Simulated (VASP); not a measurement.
# MgB2 (P6/mmm) in VASP: a series of runs

The runs below take MgB2 through relaxation of shape and atoms at fixed volume, with PBE+D3(BJ), revPBE, RPBE+D4, PBE.

Everything below comes from runs of VASP 6.6.1. Logs are shortened: lines on timing, memory, paths and dates and some standing lists are left out, and cuts for length are marked.

## Step 1: The cell of the first run

It takes space group P6/mmm (No. 191, hexagonal). Conventional cell: a = 3.075 Å, b = 3.075 Å, c = 3.469 Å, α = 90.00°, β = 90.00°, γ = 120.00°. Mg (site symmetry 6/mmm) has 12 B at 2.48 Å and 6 Mg at 3.08 Å within 3.3 Å. Within 2.4 Å of B (site symmetry -6m2) lie 3 B at 1.78 Å.

## Step 2: Relaxation of shape and atoms at fixed volume, PBE+D3(BJ) (volume scaled by 1.02)

INCAR reads:

```
SYSTEM = MgB2
PREC = Accurate ; ENCUT = 600
EDIFF = 1E-6 ; ISMEAR = 0
SIGMA = 0.05 ; LREAL = .False.
LASPH = .True. ; NELM = 100
ALGO = Normal ; ISIF = 4
LWAVE = .False. ; LCHARG = .False.
GGA = PE ; IVDW = 12
IBRION = 2 ; NSW = 60
EDIFFG = -0.01
```

KPOINTS reads:

```
Automatic mesh
0
Gamma
  8 8 6
  0 0 0
```

POSCAR reads:

```
MgB2
1.0
    3.0753729047      0.0000000000      0.0000000000
   -1.5376864523      2.6633510615      0.0000000000
    0.0000000000      0.0000000000      3.4689063444
Mg B
1 2
Direct
    0.0000000000      0.0000000000      0.0000000000
    0.3333333333      0.6666666667      0.5000000000
    0.6666666667      0.3333333333      0.5000000000
```

Potentials or basis: VASP PAW PBE potentials, release 64 (Mg, B).

Command:

```sh
$ cat potpaw_PBE.64/Mg/POTCAR potpaw_PBE.64/B/POTCAR > POTCAR
$ mpirun -np 1 vasp_std > vasp.out
```

OUTCAR:

```text
SYSTEM = MgB2
   PREC = Accurate
   ENCUT = 600
   EDIFF = 1E-6
   ISMEAR = 0
   LREAL = .False.
   LASPH = .True.
   NELM = 100
   ISIF = 4
   GGA = PE
   IVDW = 12
   IBRION = 2
   NSW = 60
   EDIFFG = -0.01
 IVDW          = 12

 ion  position               nearest neighbor table
   1  0.000  0.000  0.000-   2 2.48   3 2.48   2 2.48   3 2.48   2 2.48   2 2.48   3 2.48   3 2.48
                             3 2.48   3 2.48   2 2.48   2 2.48
   2  0.333  0.667  0.500-   3 1.78   3 1.78   3 1.78   1 2.48   1 2.48   1 2.48   1 2.48   1 2.48
                             1 2.48
   3  0.667  0.333  0.500-   2 1.78   2 1.78   2 1.78   1 2.48   1 2.48   1 2.48   1 2.48   1 2.48
                             1 2.48

  LATTYP: Found a hexagonal cell.
 ALAT       =     3.0753729047
 C/A-ratio  =     1.1279628363

  Lattice vectors:

 A1 = (   3.0753729047,   0.0000000000,   0.0000000000)
 A2 = (  -1.5376864523,   2.6633510615,   0.0000000000)
 A3 = (   0.0000000000,   0.0000000000,   3.4689063444)

Analysis of symmetry for initial positions (statically):
=====================================================================
 Subroutine PRICEL returns:
 Original cell was already a primitive cell.

 Routine SETGRP: Setting up the symmetry group for a
 hexagonal supercell.

 Subroutine GETGRP returns: Found 24 space group operations
 (whereof 24 operations were pure point group operations)
 out of a pool of 24 trial point group operations.

The static configuration has the point symmetry D_6h.

Analysis of symmetry for dynamics (positions and initial velocities):
=====================================================================
 Subroutine PRICEL returns:
 Original cell was already a primitive cell.

 Routine SETGRP: Setting up the symmetry group for a
 hexagonal supercell.

 Subroutine GETGRP returns: Found 24 space group operations
 (whereof 24 operations were pure point group operations)
 out of a pool of 24 trial point group operations.

The dynamic configuration has the point symmetry D_6h.

 Subroutine INISYM returns: Found 24 space group operations
 (whereof 24 operations are pure point group operations),
 and found     1 'primitive' translations

----------------------------------------------------------------------------------------

                                     Primitive cell

  volume of cell :      28.4131

  direct lattice vectors                    reciprocal lattice vectors
     3.075372905  0.000000000  0.000000000     0.325163819  0.187733419  0.000000000
    -1.537686452  2.663351061  0.000000000     0.000000000  0.375466837  0.000000000
     0.000000000  0.000000000  3.468906344     0.000000000  0.000000000  0.288275295

  length of vectors
     3.075372905  3.075372905  3.468906344     0.375466837  0.375466837  0.288275295

  position of ions in fractional coordinates (direct lattice)
     0.000000000  0.000000000  0.000000000
     0.333333333  0.666666667  0.500000000
     0.666666667  0.333333333  0.500000000

  ion indices of the primitive-cell ions
   primitive index   ion index
                 1           1
                 2           2
                 3           3

----------------------------------------------------------------------------------------

 KPOINTS: Automatic mesh

Automatic generation of k-mesh.
 Grid dimensions read from file:
 generate k-points for:    8    8    6

 Generating k-lattice:

  Cartesian coordinates                     Fractional coordinates (reciprocal lattice)
[... 67 lines left out ...]
   ISYM   =      2    0-nonsym 1-usesym 2-fastsym
   POTIM  = 0.5000    time-step for ionic-motion
   TEBEG  =    0.0;   TEEND  =   0.0 temperature during run
   PSTRESS=    0.0 pullay stress
   NELECT =       8.0000    total number of electrons
   NUPDOWN=      -1.0000    fix difference up-down
   EMIN   =  10.00;   EMAX   =-10.00  energy-range for DOS
   EFERMI =   0.00;   METHOD = LEGACY
   ISMEAR =     0;   SIGMA  =   0.05  broadening in eV -4-tet -1-fermi 0-gaus
   EFERMI_NEDOS =   21; number of points for ismear=-14 and -15
   IALGO  =     38    algorithm
   IMIX   =      4    mixing-type and parameters
     AMIX     =   0.40;   BMIX     =  1.00
     AMIX_MAG =   1.60;   BMIX_MAG =  1.00
  volume/ion in A,a.u.               =       9.47        63.91
  Fermi-wavevector in a.u.,A,eV,Ry     =   1.072997  2.027671 15.664699  1.151323
  Thomas-Fermi vector in A             =   2.208784
   LORBIT       =      0    0 simple, 1 ext, 2 COOP (PROOUT), +10 PAW based schemes
   GGA     = PE    functional components
   LHFCALC =     F    Hartree Fock is set to
   AEXX    =    0.0000 exact exchange contribution
   IVDW    =    12    specifies the selected vdW correction
   LEPSILON=     F    determine dielectric tensor
   LRPA    =     F    only Hartree local field effects (RPA)
 conjugate gradient relaxation of ions
 non-spin polarized calculation
 Gauss-broadening in eV      SIGMA  =   0.05
  energy-cutoff  :      600.00
  volume of cell :       28.41
 maximum number of plane-waves:       962
 NGX is ok and might be reduce to    28
   NGX = 13   NGY = 13   NGZ = 13

--------------------------------------- Ionic step        1  -------------------------------------------

 number of electron       8.0000000 magnetization

 Free energy of the ion-electron system (eV)
  ---------------------------------------------------
  ext. energy  EPLUGINS =         0.00000000
  ---------------------------------------------------
  free energy    TOTEN  =       -15.31299346 eV

  energy without entropy =      -15.31069844  energy(sigma->0) =      -15.31184595

------------------------ aborting loop because EDIFF is reached ----------------------------------------

 Edisp (eV)   -0.86576

 E8    (eV) :    -0.3349

  FORCE on cell =-STRESS in cart. coord.  units (eV):
  Direction    XX          YY          ZZ          XY          YZ          ZX
  --------------------------------------------------------------------------------------
  -------------------------------------------------------------------------------------
  Total      -0.65027    -0.65027    -0.47037    -0.00000    -0.00000     0.00000
  in kB     -36.66786   -36.66786   -26.52372    -0.00000    -0.00000     0.00000
  external pressure =      -33.29 kB  Pullay stress =        0.00 kB

 VOLUME and BASIS-vectors are now :
 -----------------------------------------------------------------------------
  energy-cutoff  :      600.00
  volume of cell :       28.41
      direct lattice vectors                 reciprocal lattice vectors
     3.075372905  0.000000000  0.000000000     0.325163819  0.187733419  0.000000000
    -1.537686452  2.663351061  0.000000000     0.000000000  0.375466837  0.000000000
     0.000000000  0.000000000  3.468906344     0.000000000  0.000000000  0.288275295

 POSITION                                       TOTAL-FORCE (eV/Angst)
 -----------------------------------------------------------------------------------
      0.00000      0.00000      0.00000        -0.000000      0.000000     -0.000000
     -0.00000      1.77557      1.73445         0.000000     -0.000000      0.000000
      1.53769      0.88778      1.73445        -0.000000     -0.000000     -0.000000
 -----------------------------------------------------------------------------------
    total drift:                                0.000000      0.000000     -0.000000

  FREE ENERGIE OF THE ION-ELECTRON SYSTEM (eV)
  ---------------------------------------------------
  free  energy   TOTEN  =       -16.1787550226 eV

  energy  without entropy=      -16.1764599998  energy(sigma->0) =      -16.17760751

--------------------------------------- Ionic step        2  -------------------------------------------

 number of electron       8.0000000 magnetization

 Free energy of the ion-electron system (eV)
  ---------------------------------------------------
  ext. energy  EPLUGINS =         0.00000000
  ---------------------------------------------------
  free energy    TOTEN  =       -15.31317435 eV

  energy without entropy =      -15.31080219  energy(sigma->0) =      -15.31198827

 E-fermi :   5.4287     XC(G=0): -11.0005

 val. band max:        5.2934227979   @ k =   0.2500   0.2500   0.5000
 cond. band min:       5.4328791719   @ k =   0.1250   0.0000   0.3333
 fundamental gap:      0.1394563740
 Fermi energy:         5.4287176417

 k-point     1 :       0.0000    0.0000    0.0000
  band No.  band energies     occupation
      1      -7.1255      2.00000
      2       2.5346      2.00000
      3       5.7410      0.00000
      4       5.7410      0.00000
      5       7.2780      0.00000
      6      11.7088      0.00000
      7      11.7088      0.00000
      8      13.5674      0.00000
[... 243 lines left out ...]
 k-point    24 :       0.3750    0.0000    0.3333
  band No.  band energies     occupation
      1      -3.9622      2.00000
      2       0.0034      2.00000
      3       1.4534      2.00000
      4       3.6702      2.00000
      5       6.5245      0.00000
      6      10.8943      0.00000
      7      14.9438      0.00000
      8      15.2845      0.00000

 [... further k-points ...]

------------------------ aborting loop because EDIFF is reached ----------------------------------------

 Edisp (eV)   -0.86576

 E8    (eV) :    -0.3349

  FORCE on cell =-STRESS in cart. coord.  units (eV):
  Direction    XX          YY          ZZ          XY          YZ          ZX
  --------------------------------------------------------------------------------------
  -------------------------------------------------------------------------------------
  Total      -0.56758    -0.56758    -0.56292    -0.00000     0.00000    -0.00000
  in kB     -32.00490   -32.00490   -31.74252    -0.00000     0.00000    -0.00000
  external pressure =      -31.92 kB  Pullay stress =        0.00 kB

 VOLUME and BASIS-vectors are now :
 -----------------------------------------------------------------------------
  energy-cutoff  :      600.00
  volume of cell :       28.41
      direct lattice vectors                 reciprocal lattice vectors
     3.072410177 -0.000000000  0.000000000     0.325477375  0.187914450  0.000000000
    -1.536205088  2.660785264  0.000000000     0.000000000  0.375828900  0.000000000
     0.000000000 -0.000000000  3.475599709     0.000000000  0.000000000  0.287720130

 POSITION                                       TOTAL-FORCE (eV/Angst)
 -----------------------------------------------------------------------------------
     -0.00000     -0.00000      3.47560         0.000000     -0.000000     -0.000000
     -0.00000      1.77386      1.73780        -0.000000      0.000000      0.000000
      1.53621      0.88693      1.73780         0.000000     -0.000000     -0.000000
 -----------------------------------------------------------------------------------
    total drift:                                0.000000      0.000000     -0.000000

  FREE ENERGIE OF THE ION-ELECTRON SYSTEM (eV)
  ---------------------------------------------------
  free  energy   TOTEN  =       -16.1789344445 eV

  energy  without entropy=      -16.1765622811  energy(sigma->0) =      -16.17774836

 reached required accuracy - stopping structural energy minimisation
```

Wall time 11 s (1 thread of Intel Xeon 6975P-C, shared host); peak memory 0.17 GiB.

What came out:

```
Free energy                : -16.1789 eV
Energy gained by relaxing  : 0.1 meV/atom
Ionic steps                : 2
Pressure after relaxing    : -3.2 GPa
Band gap on the k mesh     : zero (band 4 reaches 6.58 eV, above the bottom of band 5 at 3.93 eV)
Dispersion energy per atom : -0.289 eV
```

Step by step:
```
step  energy change (eV)  largest force (eV/Å)  pressure (GPa)  volume (Å³)
   1              0.0000                0.0000           -3.33        28.41
   2             -0.0002                0.0000           -3.19        28.41
```

Final structure:
```
CELL_PARAMETERS angstrom
3.07241 0.00000 0.00000
-1.53621 2.66079 0.00000
0.00000 0.00000 3.47560
ATOMIC_POSITIONS crystal
Mg 0.00000 0.00000 0.00000
B 0.33333 0.66667 0.50000
B 0.66667 0.33333 0.50000
```

Caveat: the cell differs from its parent crystal (volume scaled by 1.02); pairwise dispersion overbinds metals, which lowers pressure and volume.

(Part 1 of 2 ends here.)
